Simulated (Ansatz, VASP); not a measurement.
**Two plane-wave programs on CdS**

```xyz
2
Lattice="0.0000 2.9100 2.9100 2.9100 0.0000 2.9100 2.9100 2.9100 0.0000" Properties=species:S:1:pos:R:3 pbc="T T T"
Cd    0.0000    0.0250    0.0000
S     4.3650    4.3650    4.3650
```

Change from the starting cell: all Cd atoms moved +0.025 Å, as atom 1 along Cartesian [0 1 0].

Alike in both runs: task single point; functional PBE; k mesh 8 × 8 × 8; occupations gaussian, width 0.05 eV; no spin polarisation.

```csv
,VASP,Ansatz
version,VASP 6.6.1,Ansatz 0.2.0
potentials or method,"VASP PAW PBE potentials, release 64 (Cd, S), cutoff 520 eV","scalar-relativistic, plane waves, PAW"
valence electrons in the cell,18,26
```

Ansatz gave:

* gap on the k mesh at the Fermi level (eV): 1.15
* least direct gap on the mesh (eV): 1.15
* pressure (GPa): 3.3
* traceless stress, the component that is largest in VASP (GPa): -0.59
* rms of the force components (eV/Å): 0.075

**Question.** Estimate VASP's values.

**Answer.** gap on the k mesh at the Fermi level (eV): 1.16; least direct gap on the mesh (eV): 1.16; pressure (GPa): 3.7; traceless stress, the component that is largest in VASP (GPa): -0.61; rms of the force components (eV/Å): 0.078.

Atom by atom the forces differ by 0.002 eV/Å (rms over components). With one functional, cell and mesh, what is left measures potentials, basis and numerics. VASP's potentials hold 18 valence electrons a cell and Ansatz's 26, so a difference there can come from the potentials and not from the codes.
